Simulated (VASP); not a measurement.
# Nb3ReTe (P4mm) in VASP: further runs, part 2 of 3

VASP 6.6.1. The steps go on from the part before.

## 3. Single point, PBE

This run uses another cell than the first one, of 21.77 Å³/atom, 1.050 times its volume.

INCAR

```
ALGO = Normal
EDIFF = 1E-6
ENCUT = 520
GGA = PE
ISIF = 2
ISMEAR = 0
LASPH = T
LCHARG = F
LREAL = F
LWAVE = F
NBANDS = 34
NELM = 80
PREC = Accurate
SIGMA = 0.1
```

KPOINTS

```
k-points
0
Gamma
  4 4 4
```

POSCAR

```
Nb3ReTe
1.0
    3.7813840334      0.0000000000      0.0000000000
    0.0000000000      3.7813840334      0.0000000000
    0.0000000000      0.0000000000      7.6117293536
Nb Re Te
3 1 1
Direct
    0.5000000000      0.0000000000      0.5823639607
    0.0000000000      0.5000000000      0.5823639607
    0.5000000000      0.5000000000      0.9158925434
    0.0000000000      0.0000000000      0.8679461743
    0.5000000000      0.5000000000      0.2992915610
```

Potentials or basis: VASP PAW PBE potentials, release 64 (Nb_sv, Re, Te).

Launch:

```sh
$ cat potpaw_PBE.64/Nb_sv/POTCAR potpaw_PBE.64/Re/POTCAR potpaw_PBE.64/Te/POTCAR > POTCAR
$ mpirun -np 1 vasp_std > vasp.out
```

OUTCAR:

```text
EDIFF = 1E-6
   ENCUT = 520
   GGA = PE
   ISIF = 2
   ISMEAR = 0
   LASPH = T
   LREAL = F
   NELM = 80
   PREC = Accurate

 ion  position               nearest neighbor table
   1  0.500  0.000  0.582-   2 2.67   2 2.67   2 2.67   2 2.67   5 2.87   5 2.87   4 2.88   4 2.88

   2  0.000  0.500  0.582-   1 2.67   1 2.67   1 2.67   1 2.67   5 2.87   5 2.87   4 2.88   4 2.88

   3  0.500  0.500  0.916-   4 2.70   4 2.70   4 2.70   4 2.70   5 2.92
   4  0.000  0.000  0.868-   3 2.70   3 2.70   3 2.70   3 2.70   2 2.88   1 2.88   1 2.88   2 2.88

   5  0.500  0.500  0.299-   1 2.87   2 2.87   1 2.87   2 2.87   3 2.92

  LATTYP: Found a simple tetragonal cell.
 ALAT       =     3.7813840334
 C/A-ratio  =     2.0129479805

  Lattice vectors:

 A1 = (   3.7813840334,   0.0000000000,   0.0000000000)
 A2 = (   0.0000000000,   3.7813840334,   0.0000000000)
 A3 = (   0.0000000000,   0.0000000000,   7.6117293536)

Analysis of symmetry for initial positions (statically):
=====================================================================
 Subroutine PRICEL returns:
 Original cell was already a primitive cell.

 Routine SETGRP: Setting up the symmetry group for a
 simple tetragonal supercell.

 Subroutine GETGRP returns: Found  8 space group operations
 (whereof  8 operations were pure point group operations)
 out of a pool of 16 trial point group operations.

The static configuration has the point symmetry C_4v.

Analysis of symmetry for dynamics (positions and initial velocities):
=====================================================================
 Subroutine PRICEL returns:
 Original cell was already a primitive cell.

 Routine SETGRP: Setting up the symmetry group for a
 simple tetragonal supercell.

 Subroutine GETGRP returns: Found  8 space group operations
 (whereof  8 operations were pure point group operations)
 out of a pool of 16 trial point group operations.

The dynamic configuration has the point symmetry C_4v.

 Subroutine INISYM returns: Found  8 space group operations
 (whereof  8 operations are pure point group operations),
 and found     1 'primitive' translations

----------------------------------------------------------------------------------------

                                     Primitive cell

  volume of cell :     108.8391

  direct lattice vectors                    reciprocal lattice vectors
     3.781384033  0.000000000  0.000000000     0.264453436  0.000000000  0.000000000
     0.000000000  3.781384033  0.000000000     0.000000000  0.264453436  0.000000000
     0.000000000  0.000000000  7.611729354     0.000000000  0.000000000  0.131376190

  length of vectors
     3.781384033  3.781384033  7.611729354     0.264453436  0.264453436  0.131376190

  position of ions in fractional coordinates (direct lattice)
     0.500000000  0.000000000  0.582363961
     0.000000000  0.500000000  0.582363961
     0.500000000  0.500000000  0.915892543
     0.000000000  0.000000000  0.867946174
     0.500000000  0.500000000  0.299291561

  ion indices of the primitive-cell ions
   primitive index   ion index
                 1           1
                 2           2
[... 25 lines left out ...]
 Subroutine IBZKPT returns following result:
 ===========================================

 Found     18 irreducible k-points:

 Following reciprocal coordinates:
            Coordinates               Weight
  0.000000  0.000000  0.000000      1.000000
  0.250000  0.000000  0.000000      4.000000
  0.500000  0.000000  0.000000      2.000000
  0.250000  0.250000  0.000000      4.000000
  0.500000  0.250000  0.000000      4.000000
  0.500000  0.500000  0.000000      1.000000
[... 10 lines left out ...]
  0.500000  0.250000  0.500000      4.000000
  0.500000  0.500000  0.500000      1.000000
   k-points           NKPTS =     18   k-points in BZ     NKDIM =     18   number of bands    NBANDS=     34
   number of dos      NEDOS =    301   number of ions     NIONS =      5
   total plane-waves  NPLWV =  47040
   dimension x,y,z NGX =    28 NGY =   28 NGZ =   60
   dimension x,y,z NGXF=    56 NGYF=   56 NGZF=  120
   ions per type =               3   1   1
   NGX,Y,Z   is equivalent  to a cutoff of  12.31, 12.31, 13.10 a.u.
   NGXF,Y,Z  is equivalent  to a cutoff of  24.62, 24.62, 26.21 a.u.
 SYSTEM =  unknown system
   PREC   = accura    normal or accurate (medium, high low for compatibility)
   ISTART =      0    job   : 0-new  1-cont  2-samecut
   ICHARG =      2    charge: 1-file 2-atom 10-const
   ISPIN  =      1    spin polarized calculation?
   LNONCOLLINEAR =      F non collinear calculations
   LSORBIT =      F    spin-orbit coupling
   LASPH  =      T    aspherical Exc in radial PAW
   ENCUT  =  520.0 eV  38.22 Ry    6.18 a.u.   7.03  7.03 14.15*2*pi/ulx,y,z
   NELM   =     80;   NELMIN=  2; NELMDL= -5     # of ELM steps
   EDIFF  = 0.1E-05   stopping-criterion for ELM
   LREAL  =      F    real-space projection
   EDIFFG = 0.1E-04   stopping-criterion for IOM
   NSW    =      0    number of steps for IOM
   IBRION =     -1    ionic relax: 0-MD 1-quasi-New 2-CG
   NFREE  =      0    steps in history (QN), initial steepest desc. (CG)
   ISIF   =      2    stress and relaxation
   ISYM   =      2    0-nonsym 1-usesym 2-fastsym
   POTIM  = 0.5000    time-step for ionic-motion
   TEBEG  =    0.0;   TEEND  =   0.0 temperature during run
   PSTRESS=    0.0 pullay stress
   NELECT =      52.0000    total number of electrons
   NUPDOWN=      -1.0000    fix difference up-down
   EMIN   =  10.00;   EMAX   =-10.00  energy-range for DOS
   EFERMI =   0.00;   METHOD = LEGACY
   ISMEAR =     0;   SIGMA  =   0.10  broadening in eV -4-tet -1-fermi 0-gaus
   EFERMI_NEDOS =   21; number of points for ismear=-14 and -15
   IALGO  =     38    algorithm
   IMIX   =      4    mixing-type and parameters
     AMIX     =   0.40;   BMIX     =  1.00
     AMIX_MAG =   1.60;   BMIX_MAG =  1.00
  volume/ion in A,a.u.               =      21.77       146.90
  Fermi-wavevector in a.u.,A,eV,Ry     =   1.279816  2.418502 22.285388  1.637930
  Thomas-Fermi vector in A             =   2.412280
   LORBIT       =      0    0 simple, 1 ext, 2 COOP (PROOUT), +10 PAW based schemes
   GGA     = PE    functional components
   LHFCALC =     F    Hartree Fock is set to
   AEXX    =    0.0000 exact exchange contribution
   IVDW    =     0    specifies the selected vdW correction
   LEPSILON=     F    determine dielectric tensor
   LRPA    =     F    only Hartree local field effects (RPA)
 non-spin polarized calculation
 Gauss-broadening in eV      SIGMA  =   0.10
  energy-cutoff  :      520.00
  volume of cell :      108.84
 maximum number of plane-waves:      2948
   NGX = 15   NGY = 15   NGZ = 29

 number of electron      51.9999997 magnetization

 Free energy of the ion-electron system (eV)
  ---------------------------------------------------
  ext. energy  EPLUGINS =         0.00000000
  ---------------------------------------------------
  free energy    TOTEN  =       -45.18861474 eV

  energy without entropy =      -45.17761679  energy(sigma->0) =      -45.18311576

 E-fermi :   8.4524     XC(G=0): -11.1904

 val. band max:        8.4332819188   @ k =   0.2500   0.2500   0.2500
 cond. band min:       8.5859367787   @ k =   0.2500   0.2500   0.0000
 fundamental gap:      0.1526548598
 Fermi energy:         8.4523923453

 k-point     1 :       0.0000    0.0000    0.0000
  band No.  band energies     occupation
      1     -46.4721      2.00000
      2     -46.3608      2.00000
      3     -45.9306      2.00000
      4     -22.9623      2.00000
      5     -22.9623      2.00000
      6     -22.7128      2.00000
[... 655 lines left out ...]
     33      11.0442      0.00000
     34      11.1495      0.00000

------------------------ aborting loop because EDIFF is reached ----------------------------------------

  FORCE on cell =-STRESS in cart. coord.  units (eV):
  Direction    XX          YY          ZZ          XY          YZ          ZX
  --------------------------------------------------------------------------------------
  -------------------------------------------------------------------------------------
  Total       -0.1528742     -0.1528742     -0.1231852      0.0000000      0.0000000      0.0000000
  in kB       -2.2504014     -2.2504014     -1.8133607      0.0000000      0.0000000      0.0000000
  external PRESSURE =      -2.1047212 kB  Pullay stress =       0.0000000 kB

 VOLUME and BASIS-vectors are now :
 -----------------------------------------------------------------------------
  energy-cutoff  :      520.00
  volume of cell :      108.84
      direct lattice vectors                 reciprocal lattice vectors
     3.781384033  0.000000000  0.000000000     0.264453436  0.000000000  0.000000000
     0.000000000  3.781384033  0.000000000     0.000000000  0.264453436  0.000000000
     0.000000000  0.000000000  7.611729354     0.000000000  0.000000000  0.131376190

 POSITION                                       TOTAL-FORCE (eV/Angst)
 -----------------------------------------------------------------------------------
      1.89069      0.00000      4.43280        -0.000000     -0.000000     -0.011486
      0.00000      1.89069      4.43280         0.000000     -0.000000     -0.011486
      1.89069      1.89069      6.97153         0.000000      0.000000     -0.031323
      0.00000      0.00000      6.60657         0.000000     -0.000000      0.005521
      1.89069      1.89069      2.27813         0.000000     -0.000000      0.048774
 -----------------------------------------------------------------------------------
    total drift:                                0.000000      0.000000     -0.000634

  FREE ENERGIE OF THE ION-ELECTRON SYSTEM (eV)
  ---------------------------------------------------
  free  energy   TOTEN  =       -45.1886147379 eV

  energy  without entropy=      -45.1776167856  energy(sigma->0) =      -45.18311576
```

stdout:

```text
POSCAR found type information on POSCAR NbReTe
 POSCAR found :  3 types and       5 ions
 scaLAPACK will be used
 LDA part: xc-table for (Slater+PW92), standard interpolation
 POSCAR, INCAR and KPOINTS ok, starting setup
 FFT: planning ... GRIDC
 FFT: planning ... GRID_SOFT
 FFT: planning ... GRID
 WAVECAR not read
 entering main loop
```

Run time: 36 s. Hardware: 1 thread of Intel Xeon 6975P-C (Granite Rapids), shared host; peak memory 0.24 GiB.

What came out:

| Property | Result |
| --- | --- |
| Free energy | -45.1886 eV |
| Pressure | -0.2 GPa |
| Largest force | 0.049 eV/Å |
| Band gap on the k mesh | zero (band 26 reaches 8.81 eV, above the bottom of band 27 at 7.92 eV) |

Forces in eV/Å, atoms in the order of the input:
```
Nb   0.000  0.000 -0.011
Nb   0.000  0.000 -0.011
Nb   0.000  0.000 -0.031
Re   0.000  0.000  0.006
Te   0.000  0.000  0.049
```

Caveat: the k points lie up to 0.42 Å⁻¹ apart; spin-orbit coupling is left out, which moves the levels of the heavy elements.

## 4. Single point, PBE, collinear spin, ferromagnetic start

This run uses another cell than the first one, of 21.77 Å³/atom, 1.050 times its volume.

INCAR

```
SYSTEM = Nb3ReTe
PREC = Accurate ; ENCUT = 520
EDIFF = 1E-7 ; ISMEAR = 0
SIGMA = 0.1 ; LREAL = .FALSE.
LASPH = .TRUE. ; NELM = 150
ALGO = Normal ; ISIF = 2
LWAVE = .FALSE. ; LCHARG = .TRUE.
ISPIN = 2 ; MAGMOM = 1 1 1 1 0
LORBIT = 11 ; LMAXMIX = 4
GGA = PE ; LELF = .TRUE.
LVHAR = .TRUE. ; NBANDS = 38
```

KPOINTS

```
Automatic mesh
0
G
  4 4 2
  0 0 0
```

POSCAR is that of step 3.

Launch:

```sh
$ cat potpaw_PBE.64/Nb_sv/POTCAR potpaw_PBE.64/Re/POTCAR potpaw_PBE.64/Te/POTCAR > POTCAR
$ mpirun -np 1 vasp_std > vasp.out
```

Run time: 67 s. Hardware: 1 thread of Intel Xeon 6975P-C (Granite Rapids), shared host; peak memory 0.28 GiB.

The run converged. Its results:

```
Free energy                                           : -45.1783 eV
Pressure                                              : -0.1 GPa
Largest force                                         : 0.069 eV/Å
Band gap on the k mesh                                : zero (filled and empty bands overlap)
Net moment                                            : 0.00 μB per cell
Valence electrons inside the program's atomic spheres : Nb 10.81, 10.64; Re 5.91; Te 3.45
```

Forces in eV/Å, atoms in the order of the input:
```
Nb   0.000  0.000 -0.009
Nb   0.000  0.000 -0.009
Nb   0.000  0.000 -0.021
Re   0.000  0.000 -0.029
Te   0.000  0.000  0.069
```

Levels at points of the mesh, in eV from the Fermi level:
Spin up:
```csv
k point,band 24,band 25,band 26,band 27,band 28,band 29
"(0.00, 0.00, 0.00)",-0.87,-0.46,0.32,1.20,1.20,1.75
"(0.50, 0.00, 0.00)",-1.16,-0.71,-0.37,0.40,0.68,0.80
"(0.50, 0.50, 0.00)",-0.66,-0.45,0.16,0.83,0.83,1.45
"(0.00, 0.00, 0.50)",-1.55,-0.45,0.11,1.37,1.37,1.71
"(0.50, 0.00, 0.50)",-0.90,-0.38,-0.12,0.39,0.56,0.88
"(0.50, 0.50, 0.50)",-1.34,-0.25,0.13,0.13,0.16,1.39
```
Spin down:
```
           k point  band 23  band 24  band 25  band 26  band 27  band 28  band 29  band 30
(0.00, 0.00, 0.00)    -0.87    -0.87    -0.46     0.32     1.20     1.20     1.75     1.75
(0.50, 0.00, 0.00)    -1.32    -1.16    -0.71    -0.37     0.40     0.68     0.80     1.40
(0.50, 0.50, 0.00)    -1.63    -0.66    -0.45     0.16     0.83     0.83     1.45     1.45
(0.00, 0.00, 0.50)    -1.55    -1.55    -0.45     0.11     1.37     1.37     1.71     2.48
(0.50, 0.00, 0.50)    -1.35    -0.90    -0.38    -0.12     0.39     0.56     0.88     0.89
(0.50, 0.50, 0.50)    -1.73    -1.34    -0.25     0.13     0.13     0.16     1.39     1.39
```

Caveat: the k points lie up to 0.42 Å⁻¹ apart; spin-orbit coupling is left out, which moves the levels of the heavy elements.

(Continued in part 3 of 3.)
